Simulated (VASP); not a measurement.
Write the native input for VASP 6.6.1 that does the following.

```
Task                   : single point
Functional             : r2SCAN
Potentials or basis    : VASP PAW PBE potentials, release 64 (La, O)
Cutoff                 : 520 eV
k mesh                 : 6 × 6 × 6
Occupations            : gaussian, width 0.01 eV
Spin                   : no spin polarisation
Dipole correction      : no
Further INCAR settings : ALGO = Normal; EDIFF = 1e-07; NBANDS = 28
```

Crystal: La2O3.

```
La O
1.0
     6.26678    0.00000    0.00000
    -3.13339    5.42719    0.00000
     0.00000    0.00000    3.29977
La O
2 3
Direct
  0.33333 0.66667 0.50000
  0.66667 0.33333 0.50000
  0.49199 0.49199 0.00000
  0.00000 0.50801 0.00000
  0.50801 0.00000 0.00000
```

These files were run (other wordings do the same):

POSCAR

```
La2O3
1.0
    6.2667802800      0.0000000000      0.0000000000
   -3.1333901400      5.4271909200      0.0000000000
    0.0000000000      0.0000000000      3.2997660000
La O
2 3
Direct
    0.3333333304      0.6666666704      0.5000000000
    0.6666666696      0.3333333296      0.5000000000
    0.4919859996      0.4919859996      0.0000000000
    0.0000000000      0.5080140004      0.0000000000
    0.5080140005      0.0000000000      0.0000000000
```

INCAR.step1

```
PREC = Accurate ; ENCUT = 520
ISMEAR = 0 ; SIGMA = 0.01
LREAL = False ; LASPH = True
NELM = 80 ; NBANDS = 28
GGA = PE ; ALGO = Normal
EDIFF = 1E-4 ; LWAVE = True
LCHARG = False
```

INCAR.step2

```
PREC = Accurate ; ENCUT = 520
EDIFF = 1E-7 ; ISMEAR = 0
SIGMA = 0.01 ; LREAL = False
LASPH = True ; NELM = 80
ALGO = Normal ; ISIF = 2
LWAVE = False ; LCHARG = False
METAGGA = R2SCAN ; LMIXTAU = True
NBANDS = 28 ; ISTART = 1
```

KPOINTS

```
Automatic mesh
0
Gamma
  6 6 6
```

Potentials or basis: VASP PAW PBE potentials, release 64 (La, O).

Launch:

```bash
$ cat potpaw_PBE.64/La/POTCAR potpaw_PBE.64/O/POTCAR > POTCAR
$ cp INCAR.step1 INCAR
$ mpirun -np 1 vasp_std > vasp.out
$ cp INCAR.step2 INCAR
$ mpirun -np 1 vasp_std > vasp.out
```

It gave:

The pressure is 0.9 GPa and the largest force is 0.052 eV/Å. The band gap on the k mesh is 1.88 eV (least direct gap 2.41 eV).

Caveat: the PAW data sets were made with another functional, which shifts forces and pressure a little; spin-orbit coupling is left out, which moves the levels of the heavy elements.

Run time: 6.4 min on 1 thread of Intel(R) Xeon(R) Platinum 8559C (Emerald Rapids), with other jobs on the host, peak memory 0.31 GiB.
